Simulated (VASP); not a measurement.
Crystal: SrO.

```
Sr O
1.0
     0.00000    2.47670    2.47670
     2.47670    0.00000    2.47670
     2.47670    2.47670    0.00000
Sr O
1 1
Cartesian
  0.0000 0.0000 0.0000
  2.4767 2.4767 2.4767
```

This cell differs from its parent crystal: strain -4.0%.

Base run:

* Program: VASP 6.6.1
* Functional: r2SCAN
* Potentials or basis: VASP PAW PBE potentials, release 64 (Sr_sv, O)
* Cutoff: 520 eV
* k mesh: 8 × 8 × 8
* Occupations: gaussian, width 0.01 eV
* Spin: no spin polarisation

Its results: band gap on the k mesh 3.64 eV, direct; pressure 16.0 GPa.

Question: The run is repeated on the same cell with these changes: functional from r2SCAN to HSE06; k mesh from 8 × 8 × 8 to 6 × 6 × 6. What comes out?

Answer: Band gap on the k mesh 4.67 eV, direct; pressure 15.3 GPa.

Several settings changed at once, so the effect can't be laid on one alone.

Caveats: the PAW data sets were made with another functional, which shifts forces and pressure a little.

A k mesh can miss the band edges.
